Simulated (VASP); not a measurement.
# SnH7 (Fm-3m) in VASP: density of states with PBE

Aim: the density of states of SnH7 with PBE.

Program: VASP 6.6.1. These are calculated values, not measurements. Logs are shortened: lines on timing, memory, paths and dates and some standing lists are left out, and cuts for length are marked.

### Step 1. The cell of the first run

Symmetry: Fm-3m, No. 225, cubic system. Conventional cell: a = 5.892 Å, b = 5.892 Å, c = 5.892 Å, α = 90.00°, β = 90.00°, γ = 90.00°. Within 2.8 Å of Sn (site symmetry m-3m) lie 12 H at 2.08 Å. H (site symmetry m-3m) has 12 H at 2.08 Å within 2.8 Å. H (site symmetry mmm) has 2 Sn at 2.08 Å and 10 H at 2.08 Å within 2.8 Å.

### Step 2. Density of states, PBE

POSCAR

```
SnH7
1.0
    0.0000000000      2.9462025950      2.9462025950
    2.9462025950      0.0000000000      2.9462025950
    2.9462025950      2.9462025950      0.0000000000
Sn H
1 7
Direct
    0.0000000000      0.0000000000      0.0000000000
    0.5000000000      0.5000000000      0.5000000000
    0.5000000000      0.0000000000      0.0000000000
    0.5000000000      0.0000000000      0.5000000000
    0.0000000000      0.5000000000      0.5000000000
    0.0000000000      0.5000000000      0.0000000000
    0.5000000000      0.5000000000      0.0000000000
    0.0000000000      0.0000000000      0.5000000000
```

INCAR.step1

```
SYSTEM = SnH7
ALGO = Normal ; EDIFF = 1E-7
ENCUT = 520 ; GGA = PE
ISIF = 2 ; ISMEAR = 0
LASPH = .True. ; LCHARG = .True.
LREAL = .False. ; LWAVE = .False.
NBANDS = 20 ; NELM = 80
PREC = Accurate ; SIGMA = 0.1
```

KPOINTS.step1

```
k-points
0
Gamma
  12 12 12
  0 0 0
```

INCAR.step2

```
SYSTEM = SnH7
ALGO = Normal ; EDIFF = 1E-7
ENCUT = 520 ; GGA = PE
ICHARG = 11 ; ISIF = 2
ISMEAR = -5 ; LASPH = .True.
LCHARG = .False. ; LORBIT = 11
LREAL = .False. ; LWAVE = .False.
NBANDS = 20 ; NEDOS = 1001
NELM = 80 ; PREC = Accurate
SIGMA = 0.1
```

KPOINTS.step2

```
k-points
0
Gamma
  18 18 18
  0 0 0
```

Potentials or basis: VASP PAW PBE potentials, release 64 (Sn_d, H).

Launch:

```console
cat potpaw_PBE.64/Sn_d/POTCAR potpaw_PBE.64/H/POTCAR > POTCAR
cp INCAR.step1 INCAR
cp KPOINTS.step1 KPOINTS
mpirun -np 1 vasp_std > vasp.out
cp INCAR.step2 INCAR
cp KPOINTS.step2 KPOINTS
mpirun -np 1 vasp_std > vasp.out
```

OUTCAR:

```text
SYSTEM = SnH7
   EDIFF = 1E-7
   ENCUT = 520
   GGA = PE
   ICHARG = 11
   ISIF = 2
   ISMEAR = -5
   LASPH = .True.
   LORBIT = 11
   LREAL = .False.
   NELM = 80
   PREC = Accurate

 ion  position               nearest neighbor table
   1  0.000  0.000  0.000-   3 2.08   6 2.08   8 2.08   4 2.08   5 2.08   8 2.08   5 2.08   6 2.08
                             7 2.08   3 2.08   4 2.08   7 2.08
   2  0.500  0.500  0.500-
   3  0.500  0.000  0.000-   1 2.08   1 2.08
   4  0.500  0.000  0.500-   1 2.08   1 2.08
   5  0.000  0.500  0.500-   1 2.08   1 2.08
   6  0.000  0.500  0.000-   1 2.08   1 2.08
   7  0.500  0.500  0.000-   1 2.08   1 2.08
   8  0.000  0.000  0.500-   1 2.08   1 2.08

  LATTYP: Found a face centered cubic cell.
 ALAT       =     5.8924051900

  Lattice vectors:

 A1 = (   0.0000000000,   2.9462025950,   2.9462025950)
 A2 = (   2.9462025950,   0.0000000000,   2.9462025950)
 A3 = (   2.9462025950,   2.9462025950,   0.0000000000)

Analysis of symmetry for initial positions (statically):
=====================================================================
 Subroutine PRICEL returns:
 Original cell was already a primitive cell.

 Routine SETGRP: Setting up the symmetry group for a
 face centered cubic supercell.

 Subroutine GETGRP returns: Found 48 space group operations
[... 9 lines left out ...]

 Routine SETGRP: Setting up the symmetry group for a
 face centered cubic supercell.

 Subroutine GETGRP returns: Found 48 space group operations
[... 11 lines left out ...]
                                     Primitive cell

  volume of cell :      51.1467

  direct lattice vectors                    reciprocal lattice vectors
     0.000000000  2.946202595  2.946202595    -0.169709986  0.169709986  0.169709986
     2.946202595  0.000000000  2.946202595     0.169709986 -0.169709986  0.169709986
     2.946202595  2.946202595  0.000000000     0.169709986  0.169709986 -0.169709986

  length of vectors
     4.166559667  4.166559667  4.166559667     0.293946318  0.293946318  0.293946318

  position of ions in fractional coordinates (direct lattice)
     0.000000000  0.000000000  0.000000000
     0.500000000  0.500000000  0.500000000
     0.500000000  0.000000000  0.000000000
     0.500000000  0.000000000  0.500000000
     0.000000000  0.500000000  0.500000000
     0.000000000  0.500000000  0.000000000
     0.500000000  0.500000000  0.000000000
     0.000000000  0.000000000  0.500000000

  ion indices of the primitive-cell ions
   primitive index   ion index
                 1           1
                 2           2
                 3           3
                 4           4
                 5           5
                 6           6
                 7           7
                 8           8

----------------------------------------------------------------------------------------

 KPOINTS: k-points

Automatic generation of k-mesh.
 Grid dimensions read from file:
 generate k-points for:   18   18   18

 Generating k-lattice:

  Cartesian coordinates                     Fractional coordinates (reciprocal lattice)
    -0.009428333  0.009428333  0.009428333     0.055555556  0.000000000  0.000000000
     0.009428333 -0.009428333  0.009428333     0.000000000  0.055555556  0.000000000
     0.009428333  0.009428333 -0.009428333     0.000000000  0.000000000  0.055555556

  Length of vectors
     0.016330351  0.016330351  0.016330351

  Shift w.r.t. Gamma in fractional coordinates (k-lattice)
     0.000000000  0.000000000  0.000000000

 TETIRR: Found    806 inequivalent tetrahedra from    34992

 Subroutine IBZKPT returns following result:
 ===========================================

 Found    195 irreducible k-points:

 Following reciprocal coordinates:
            Coordinates               Weight
  0.000000  0.000000  0.000000      1.000000
  0.055556  0.000000  0.000000      8.000000
  0.111111  0.000000  0.000000      8.000000
  0.166667  0.000000  0.000000      8.000000
  0.222222  0.000000  0.000000      8.000000
  0.277778  0.000000  0.000000      8.000000
[... 16 lines left out ...]
 -0.277778  0.055556  0.000000     24.000000
 -0.222222  0.055556  0.000000     24.000000
 [... further k-points ...]
   k-points           NKPTS =    195   k-points in BZ     NKDIM =    195   number of bands    NBANDS=     20
   number of dos      NEDOS =   1001   number of ions     NIONS =      8
   total plane-waves  NPLWV =  32768
   dimension x,y,z NGX =    32 NGY =   32 NGZ =   32
   dimension x,y,z NGXF=    64 NGYF=   64 NGZF=   64
   ions per type =               1   7
   NGX,Y,Z   is equivalent  to a cutoff of  12.77, 12.77, 12.77 a.u.
   NGXF,Y,Z  is equivalent  to a cutoff of  25.54, 25.54, 25.54 a.u.
 SYSTEM =  SnH7
   PREC   = accura    normal or accurate (medium, high low for compatibility)
   ISTART =      0    job   : 0-new  1-cont  2-samecut
   ICHARG =     11    charge: 1-file 2-atom 10-const
   ISPIN  =      1    spin polarized calculation?
   LNONCOLLINEAR =      F non collinear calculations
   LSORBIT =      F    spin-orbit coupling
   LASPH  =      T    aspherical Exc in radial PAW
   ENCUT  =  520.0 eV  38.22 Ry    6.18 a.u.   7.75  7.75  7.75*2*pi/ulx,y,z
   NELM   =     80;   NELMIN=  2; NELMDL=  0     # of ELM steps
   EDIFF  = 0.1E-06   stopping-criterion for ELM
   LREAL  =      F    real-space projection
   EDIFFG = 0.1E-05   stopping-criterion for IOM
   NSW    =      0    number of steps for IOM
   IBRION =     -1    ionic relax: 0-MD 1-quasi-New 2-CG
   NFREE  =      0    steps in history (QN), initial steepest desc. (CG)
   ISIF   =      2    stress and relaxation
   ISYM   =      2    0-nonsym 1-usesym 2-fastsym
   POTIM  = 0.5000    time-step for ionic-motion
   TEBEG  =    0.0;   TEEND  =   0.0 temperature during run
   PSTRESS=    0.0 pullay stress
   NELECT =      21.0000    total number of electrons
   NUPDOWN=      -1.0000    fix difference up-down
   EMIN   =  10.00;   EMAX   =-10.00  energy-range for DOS
   EFERMI =   0.00;   METHOD = LEGACY
   ISMEAR =    -5;   SIGMA  =   0.10  broadening in eV -4-tet -1-fermi 0-gaus
   EFERMI_NEDOS =   21; number of points for ismear=-14 and -15
   IALGO  =     38    algorithm
   IMIX   =      4    mixing-type and parameters
     AMIX     =   0.40;   BMIX     =  1.00
     AMIX_MAG =   1.60;   BMIX_MAG =  1.00
  volume/ion in A,a.u.               =       6.39        43.14
  Fermi-wavevector in a.u.,A,eV,Ry     =   1.216770  2.299363 20.143838  1.480530
  Thomas-Fermi vector in A             =   2.352113
   LORBIT       =     11    0 simple, 1 ext, 2 COOP (PROOUT), +10 PAW based schemes
   GGA     = PE    functional components
   LHFCALC =     F    Hartree Fock is set to
   AEXX    =    0.0000 exact exchange contribution
   IVDW    =     0    specifies the selected vdW correction
   LEPSILON=     F    determine dielectric tensor
   LRPA    =     F    only Hartree local field effects (RPA)
 non-spin polarized calculation
 Fermi weights with tetrahedron method with Bloechl corrections
  energy-cutoff  :      520.00
  volume of cell :       51.15
 maximum number of plane-waves:      1411

 number of electron      20.9999996 magnetization

 Free energy of the ion-electron system (eV)
  ---------------------------------------------------
  ext. energy  EPLUGINS =         0.00000000
  ---------------------------------------------------
  free energy    TOTEN  =       -18.66775769 eV

  energy without entropy =      -18.66775769  energy(sigma->0) =      -18.66775769

 E-fermi :   4.2224     XC(G=0): -10.3901

 val. band max:        4.2739385782   @ k =  -0.3333   0.4444   0.2222
 cond. band min:       4.1325709505   @ k =   0.3333   0.0000   0.0000
 fundamental gap:     -0.1413676277
 Fermi energy:         4.2223939689

 k-point     1 :       0.0000    0.0000    0.0000
  band No.  band energies     occupation
      1     -17.1367      2.00000
      2     -17.1367      2.00000
      3     -17.1367      2.00000
      4     -17.0867      2.00000
      5     -17.0867      2.00000
      6      -8.1428      2.00000
[... 12 lines left out ...]
     19      12.8823      0.00000
     20      12.8823      0.00000

 k-point     2 :       0.0556    0.0000    0.0000
  band No.  band energies     occupation
      1     -17.1362      2.00000
      2     -17.1358      2.00000
      3     -17.1358      2.00000
      4     -17.0865      2.00000
      5     -17.0865      2.00000
      6      -8.1035      2.00000
[... 12 lines left out ...]
     19      13.0068      0.00000
     20      13.1141      0.00000

 k-point     3 :       0.1111    0.0000    0.0000
  band No.  band energies     occupation
      1     -17.1349      2.00000
      2     -17.1334      2.00000
      3     -17.1334      2.00000
      4     -17.0859      2.00000
      5     -17.0859      2.00000
      6      -7.9858      2.00000
[... 12 lines left out ...]
     19      13.3595      0.00000
     20      13.7202      0.00000

 k-point     4 :       0.1667    0.0000    0.0000
  band No.  band energies     occupation
      1     -17.1329      2.00000
      2     -17.1300      2.00000
      3     -17.1300      2.00000
      4     -17.0846      2.00000
      5     -17.0846      2.00000
      6      -7.7898      2.00000
[... 429 lines left out ...]
 k-point    23 :      -0.2778    0.0556    0.0000
  band No.  band energies     occupation
      1     -17.1274      2.00000
      2     -17.1222      2.00000
      3     -17.1214      2.00000
      4     -17.0802      2.00000
      5     -17.0762      2.00000
      6      -6.9982      2.00000
[... 12 lines left out ...]
     19      15.5106      0.00000
     20      16.9447      0.00000

 k-point    24 :      -0.2222    0.0556    0.0000
  band No.  band energies     occupation
      1     -17.1300      2.00000
      2     -17.1252      2.00000
      3     -17.1236      2.00000
      4     -17.0834      2.00000
      5     -17.0795      2.00000
      6      -7.3729      2.00000
[... 12 lines left out ...]
     19      15.0255      0.00000
     20      16.0408      0.00000

 [... further k-points ...]

------------------------ aborting loop because EDIFF is reached ----------------------------------------

  FORCE on cell =-STRESS in cart. coord.  units (eV):
  Direction    XX          YY          ZZ          XY          YZ          ZX
  --------------------------------------------------------------------------------------
  -------------------------------------------------------------------------------------
  Total       -0.1263147     -0.1263147     -0.1263147      0.0000000      0.0000000     -0.0000000
  in kB       -3.9568234     -3.9568234     -3.9568234      0.0000000      0.0000000     -0.0000000
  external PRESSURE =      -3.9568234 kB  Pullay stress =       0.0000000 kB

 VOLUME and BASIS-vectors are now :
 -----------------------------------------------------------------------------
  energy-cutoff  :      520.00
  volume of cell :       51.15
      direct lattice vectors                 reciprocal lattice vectors
     0.000000000  2.946202595  2.946202595    -0.169709986  0.169709986  0.169709986
     2.946202595  0.000000000  2.946202595     0.169709986 -0.169709986  0.169709986
     2.946202595  2.946202595  0.000000000     0.169709986  0.169709986 -0.169709986

 POSITION                                       TOTAL-FORCE (eV/Angst)
 -----------------------------------------------------------------------------------
      0.00000      0.00000      0.00000         0.000000     -0.000000     -0.000000
      2.94620      2.94620      2.94620        -0.000000      0.000000      0.000000
      0.00000      1.47310      1.47310         0.000000      0.000000      0.000000
      1.47310      2.94620      1.47310         0.000000     -0.000000     -0.000000
      2.94620      1.47310      1.47310         0.000000     -0.000000      0.000000
      1.47310      0.00000      1.47310         0.000000     -0.000000      0.000000
      1.47310      1.47310      2.94620         0.000000     -0.000000      0.000000
      1.47310      1.47310      0.00000         0.000000     -0.000000      0.000000
 -----------------------------------------------------------------------------------
    total drift:                                0.000000     -0.000000     -0.000000

  FREE ENERGIE OF THE ION-ELECTRON SYSTEM (eV)
  ---------------------------------------------------
  free  energy   TOTEN  =       -18.6677576889 eV

  energy  without entropy=      -18.6677576889  energy(sigma->0) =      -18.66775769

 total charge

# of ion       s       p       d       tot
------------------------------------------
    1        1.061   1.121  10.138  12.320
    2        0.395   0.006   0.000   0.401
    3        0.439   0.012   0.000   0.450
    4        0.439   0.012   0.000   0.450
    5        0.439   0.012   0.000   0.450
    6        0.439   0.012   0.000   0.450
    7        0.439   0.012   0.000   0.450
    8        0.439   0.012   0.000   0.450
--------------------------------------------------
tot          4.087   1.198  10.138  15.424
```

Wall time 3.2 min (1 thread of Intel Xeon Platinum 8259CL at 2.50GHz (Skylake/Cascade Lake), shared host); peak memory 0.29 GiB.

Results:

```yaml
Valence_electrons_inside_the_program's_atomic_spheres: Sn 12.32; H 0.40, 0.45
```

Caveat: spin-orbit coupling is left out, which moves the levels of the heavy elements; tetrahedron occupations give inexact forces and stress in metals.
